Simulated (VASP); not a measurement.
# ZnCd2Te2 in VASP: relaxation of the atoms with PBE

Aim: the relaxation of the atoms of ZnCd2Te2 with PBE.

Program: VASP 6.6.1. These are calculated values, not measurements. Logs are shortened: lines on timing, memory, paths and dates and some standing lists are left out, and cuts for length are marked.

## Step 1: The cell of the first run

The cell holds a slab with vacuum, 5 atoms: a = 4.679 Å, b = 4.679 Å, c = 20.081 Å, α = 90.00°, β = 90.00°, γ = 120.00°.

## Step 2: Relaxation of the atoms, PBE

INCAR reads:

```
SYSTEM = ZnCd2Te2
  PREC = Accurate
  ENCUT = 450
  EDIFF = 1E-7
  ISMEAR = 0
  SIGMA = 0.05
  LREAL = .False.
  LASPH = .True.
  NELM = 120
  ALGO = Normal
  ISIF = 2
  LWAVE = .False.
  LCHARG = .False.
  LDIPOL = .True.
  IDIPOL = 3
  DIPOL = 0.5 0.5 0.367
  GGA = PE
  IBRION = 2
  NSW = 36
  EDIFFG = -0.025
  GGA_COMPAT = .False.
  NELMIN = 4
  NELMDL = -8
```

KPOINTS reads:

```
Automatic mesh
0
Gamma
  6 6 1
  0 0 0
```

POSCAR reads:

```
ZnCd2Te2
1.0
    4.6794578624      0.0000000000      0.0000000000
   -2.3397289312      4.0525293848      0.0000000000
    0.0000000000      0.0000000000     20.0807281007
Te Cd Zn
2 2 1
Selective dynamics
Direct
    0.0000000000      0.0000000000      0.1991959644  F F F
    0.3333333333      0.6666666667      0.4037116092  F F F
    0.3333333333      0.6666666667      0.2467634795  F F F
    0.6666666667      0.3333333333      0.4273116023  F F F
    0.6666666667      0.3333333333      0.5597769187  F F T
```

Potentials or basis: VASP PAW PBE potentials, release 64 (Te, Cd, Zn).

Command:

```bash
> cat potpaw_PBE.64/Te/POTCAR potpaw_PBE.64/Cd/POTCAR potpaw_PBE.64/Zn/POTCAR > POTCAR
> mpirun -np 1 vasp_std > vasp.out
```

OUTCAR:

```text
SYSTEM = ZnCd2Te2
   PREC = Accurate
   ENCUT = 450
   EDIFF = 1E-7
   ISMEAR = 0
   LREAL = .False.
   LASPH = .True.
   NELM = 120
   ISIF = 2
   GGA = PE
   IBRION = 2
   NSW = 36
   EDIFFG = -0.025
   NELMIN = 4
   NELMDL = -8

 ion  position               nearest neighbor table
   1  0.000  0.000  0.199-   3 2.87   3 2.87   3 2.87
   2  0.333  0.667  0.404-   4 2.74   4 2.74   4 2.74   3 3.15
   3  0.333  0.667  0.247-   1 2.87   1 2.87   1 2.87   2 3.15
   4  0.667  0.333  0.427-   5 2.66   2 2.74   2 2.74   2 2.74
   5  0.667  0.333  0.560-   4 2.66

  LATTYP: Found a hexagonal cell.
 ALAT       =     4.6794578624
 C/A-ratio  =     4.2912509721

  Lattice vectors:

 A1 = (   4.6794578624,   0.0000000000,   0.0000000000)
 A2 = (  -2.3397289312,   4.0525293848,   0.0000000000)
 A3 = (   0.0000000000,   0.0000000000,  20.0807281007)

Analysis of symmetry for initial positions (statically):
=====================================================================
 Subroutine PRICEL returns:
 Original cell was already a primitive cell.

 Routine SETGRP: Setting up the symmetry group for a
 hexagonal supercell.

 Subroutine GETGRP returns: Found  6 space group operations
 (whereof  6 operations were pure point group operations)
 out of a pool of 24 trial point group operations.

The static configuration has the point symmetry C_3v.

Analysis of symmetry for dynamics (positions and initial velocities):
=====================================================================
 Subroutine PRICEL returns:
 Original cell was already a primitive cell.

 Routine SETGRP: Setting up the symmetry group for a
 hexagonal supercell.

 Subroutine GETGRP returns: Found  6 space group operations
 (whereof  6 operations were pure point group operations)
 out of a pool of 24 trial point group operations.

The dynamic configuration has the point symmetry C_3v.

Analysis of constrained symmetry for selective dynamics:
=====================================================================
 Subroutine PRICEL returns:
 Original cell was already a primitive cell.

 Routine SETGRP: Setting up the symmetry group for a
 hexagonal supercell.

 Subroutine GETGRP returns: Found  6 space group operations
 (whereof  6 operations were pure point group operations)
 out of a pool of 24 trial point group operations.

The constrained configuration has the point symmetry C_3v.

 Subroutine INISYM returns: Found  6 space group operations
 (whereof  6 operations are pure point group operations),
 and found     1 'primitive' translations

----------------------------------------------------------------------------------------

                                     Primitive cell

  volume of cell :     380.8037

  direct lattice vectors                    reciprocal lattice vectors
     4.679457862  0.000000000  0.000000000     0.213699969  0.123379735  0.000000000
    -2.339728931  4.052529385  0.000000000     0.000000000  0.246759469  0.000000000
     0.000000000  0.000000000 20.080728101     0.000000000  0.000000000  0.049798991

  length of vectors
     4.679457862  4.679457862 20.080728101     0.246759469  0.246759469  0.049798991

  position of ions in fractional coordinates (direct lattice)
     0.000000000  0.000000000  0.199195964
     0.333333333  0.666666667  0.403711609
     0.333333333  0.666666667  0.246763479
     0.666666667  0.333333333  0.427311602
     0.666666667  0.333333333  0.559776919

  ion indices of the primitive-cell ions
   primitive index   ion index
                 1           1
                 2           2
                 3           3
                 4           4
                 5           5

----------------------------------------------------------------------------------------

 KPOINTS: Automatic mesh

Automatic generation of k-mesh.
 Grid dimensions read from file:
 generate k-points for:    6    6    1

 Generating k-lattice:

  Cartesian coordinates                     Fractional coordinates (reciprocal lattice)
     0.035616661  0.020563289  0.000000000     0.166666667  0.000000000  0.000000000
     0.000000000  0.041126578  0.000000000     0.000000000  0.166666667  0.000000000
     0.000000000  0.000000000  0.049798991     0.000000000  0.000000000  1.000000000

  Length of vectors
     0.041126578  0.041126578  0.049798991

  Shift w.r.t. Gamma in fractional coordinates (k-lattice)
     0.000000000  0.000000000  0.000000000

 Subroutine IBZKPT returns following result:
 ===========================================

 Found      7 irreducible k-points:

 Following reciprocal coordinates:
            Coordinates               Weight
  0.000000  0.000000  0.000000      1.000000
  0.166667  0.000000  0.000000      6.000000
  0.333333  0.000000  0.000000      6.000000
  0.500000  0.000000  0.000000      3.000000
  0.166667  0.166667  0.000000      6.000000
  0.333333  0.166667  0.000000     12.000000
  0.333333  0.333333  0.000000      2.000000
   k-points           NKPTS =      7   k-points in BZ     NKDIM =      7   number of bands    NBANDS=     28
   number of dos      NEDOS =    301   number of ions     NIONS =      5
   total plane-waves  NPLWV = 143360
   dimension x,y,z NGX =    32 NGY =   32 NGZ =  140
   dimension x,y,z NGXF=    64 NGYF=   64 NGZF=  280
   ions per type =               2   2   1
   NGX,Y,Z   is equivalent  to a cutoff of  11.37, 11.37, 11.59 a.u.
   NGXF,Y,Z  is equivalent  to a cutoff of  22.74, 22.74, 23.18 a.u.
 SYSTEM =  ZnCd2Te2
   PREC   = accura    normal or accurate (medium, high low for compatibility)
   ISTART =      0    job   : 0-new  1-cont  2-samecut
   ICHARG =      2    charge: 1-file 2-atom 10-const
   ISPIN  =      1    spin polarized calculation?
   LNONCOLLINEAR =      F non collinear calculations
   LSORBIT =      F    spin-orbit coupling
   LASPH  =      T    aspherical Exc in radial PAW
   ENCUT  =  450.0 eV  33.07 Ry    5.75 a.u.   8.09  8.09 34.73*2*pi/ulx,y,z
   NELM   =    120;   NELMIN=  4; NELMDL= -8     # of ELM steps
   EDIFF  = 0.1E-06   stopping-criterion for ELM
   LREAL  =      F    real-space projection
   EDIFFG = -.3E-01   stopping-criterion for IOM
   NSW    =     36    number of steps for IOM
   IBRION =      2    ionic relax: 0-MD 1-quasi-New 2-CG
   NFREE  =      1    steps in history (QN), initial steepest desc. (CG)
   ISIF   =      2    stress and relaxation
   ISYM   =      2    0-nonsym 1-usesym 2-fastsym
   POTIM  = 0.5000    time-step for ionic-motion
   TEBEG  =    0.0;   TEEND  =   0.0 temperature during run
   PSTRESS=    0.0 pullay stress
   NELECT =      48.0000    total number of electrons
   NUPDOWN=      -1.0000    fix difference up-down
   EMIN   =  10.00;   EMAX   =-10.00  energy-range for DOS
   EFERMI =   0.00;   METHOD = LEGACY
   ISMEAR =     0;   SIGMA  =   0.05  broadening in eV -4-tet -1-fermi 0-gaus
   EFERMI_NEDOS =   21; number of points for ismear=-14 and -15
   IALGO  =     38    algorithm
   IMIX   =      4    mixing-type and parameters
     AMIX     =   0.40;   BMIX     =  1.00
     AMIX_MAG =   1.60;   BMIX_MAG =  1.00
  volume/ion in A,a.u.               =      76.16       513.96
  Fermi-wavevector in a.u.,A,eV,Ry     =   0.820833  1.551150  9.167156  0.673767
  Thomas-Fermi vector in A             =   1.931885
   LORBIT       =      0    0 simple, 1 ext, 2 COOP (PROOUT), +10 PAW based schemes
   GGA     = PE    functional components
   LHFCALC =     F    Hartree Fock is set to
   AEXX    =    0.0000 exact exchange contribution
   IVDW    =     0    specifies the selected vdW correction
   LEPSILON=     F    determine dielectric tensor
   LRPA    =     F    only Hartree local field effects (RPA)
 conjugate gradient relaxation of ions
 non-spin polarized calculation
 Gauss-broadening in eV      SIGMA  =   0.05
  energy-cutoff  :      450.00
  volume of cell :      380.80
 maximum number of plane-waves:      8276
   NGX = 17   NGY = 17   NGZ = 69

--------------------------------------- Ionic step        1  -------------------------------------------

 number of electron      48.0000005 magnetization

 Free energy of the ion-electron system (eV)
  ---------------------------------------------------
  ext. energy  EPLUGINS =         0.00000000
  ---------------------------------------------------
  free energy    TOTEN  =        -8.88049049 eV

  energy without entropy =       -8.87892329  energy(sigma->0) =       -8.87970689

------------------------ aborting loop because EDIFF is reached ----------------------------------------

  FORCE on cell =-STRESS in cart. coord.  units (eV):
  Direction    XX          YY          ZZ          XY          YZ          ZX
  --------------------------------------------------------------------------------------
  -------------------------------------------------------------------------------------
  Total        0.4962643      0.4962643      0.8165169      0.0000000     -0.0000000     -0.0000000
  in kB        2.0879613      2.0879613      3.4353784      0.0000000     -0.0000000     -0.0000000
  external PRESSURE =       2.5371004 kB  Pullay stress =       0.0000000 kB
[... 141 lines left out ...]
  energy  without entropy=       -8.9269367455  energy(sigma->0) =       -8.92772034

--------------------------------------- Ionic step        5  -------------------------------------------

 number of electron      48.0000012 magnetization

 dipolmoment           0.000000      0.000000     -0.285967 electrons x Angstroem

 Free energy of the ion-electron system (eV)
  ---------------------------------------------------
  ext. energy  EPLUGINS =         0.00000000
  ---------------------------------------------------
  free energy    TOTEN  =        -8.92901000 eV

  energy without entropy =       -8.92744281  energy(sigma->0) =       -8.92822640

 E-fermi :  -1.3554     XC(G=0):  -4.5280

 val. band max:       -1.3554422181   @ k =   0.0000   0.0000   0.0000
 cond. band min:      -1.3554421706   @ k =   0.0000   0.0000   0.0000
 fundamental gap:      0.0000000474
 Fermi energy:        -1.3554421943

 k-point     1 :       0.0000    0.0000    0.0000
  band No.  band energies     occupation
      1     -13.6374      2.00000
      2     -11.5358      2.00000
      3     -11.1319      2.00000
      4     -11.1319      2.00000
      5     -10.8468      2.00000
      6     -10.8468      2.00000
[... 206 lines left out ...]
     27      -0.0062      0.00000
     28       1.6642      0.00000

------------------------ aborting loop because EDIFF is reached ----------------------------------------

 vacuum level on the upper side and lower side of the slab       (xc-potential included)        -1.558         1.162

  FORCE on cell =-STRESS in cart. coord.  units (eV):
  Direction    XX          YY          ZZ          XY          YZ          ZX
  --------------------------------------------------------------------------------------
  -------------------------------------------------------------------------------------
  Total        0.3950205      0.3950205     -0.4327252     -0.0000000     -0.0000000      0.0000000
  in kB        1.6619925      1.6619925     -1.8206298     -0.0000000     -0.0000000      0.0000000
  external PRESSURE =       0.5011184 kB  Pullay stress =       0.0000000 kB

 VOLUME and BASIS-vectors are now :
 -----------------------------------------------------------------------------
  energy-cutoff  :      450.00
  volume of cell :      380.80
      direct lattice vectors                 reciprocal lattice vectors
     4.679457862  0.000000000  0.000000000     0.213699969  0.123379735  0.000000000
    -2.339728931  4.052529385  0.000000000     0.000000000  0.246759469  0.000000000
     0.000000000  0.000000000 20.080728101     0.000000000  0.000000000  0.049798991
[... 11 lines left out ...]
  FREE ENERGIE OF THE ION-ELECTRON SYSTEM (eV)
  ---------------------------------------------------
  free  energy   TOTEN  =        -8.9290099996 eV

  energy  without entropy=       -8.9274428063  energy(sigma->0) =       -8.92822640

 reached required accuracy - stopping structural energy minimisation

 vacuum level on the upper side and lower side of the slab         1.403         4.202
```

Run time: 2.5 min. Hardware: 1 thread of Intel Xeon 6975P-C (Granite Rapids), shared host; peak memory 0.43 GiB.

Results:

| Item | Value |
| --- | --- |
| Free energy | -8.9290 eV |
| Energy gained by relaxing | 9.7 meV/atom |
| Ionic steps | 5 |
| Band gap on the k mesh | zero (filled and empty bands touch) |

Step by step:
| step | energy change (eV) | largest force on free atoms (eV/Å) | pressure (GPa) |
| --- | --- | --- | --- |
| 1 | 0.0000 | 0.4647 | 0.25 |
| 2 | -0.0097 | 0.3984 | 0.23 |
| 3 | -0.0309 | 0.2409 | 0.16 |
| 4 | -0.0480 | 0.0361 | 0.06 |
| 5 | -0.0485 | 0.0076 | 0.05 |

Final structure:
```yaml
crystal:
  lattice:
    - [4.67946, 0.00000, 0.00000]
    - [-2.33973, 4.05253, 0.00000]
    - [0.00000, 0.00000, 20.08073]
  atoms:
    - { symbol: Te, position: [0.00000, 0.00000, 0.19920] }
    - { symbol: Te, position: [0.33333, 0.66667, 0.40371] }
    - { symbol: Cd, position: [0.33333, 0.66667, 0.24676] }
    - { symbol: Cd, position: [0.66667, 0.33333, 0.42731] }
    - { symbol: Zn, position: [0.66667, 0.33333, 0.57212] }
```

Caveat: spin-orbit coupling is left out, which moves the levels of the heavy elements.
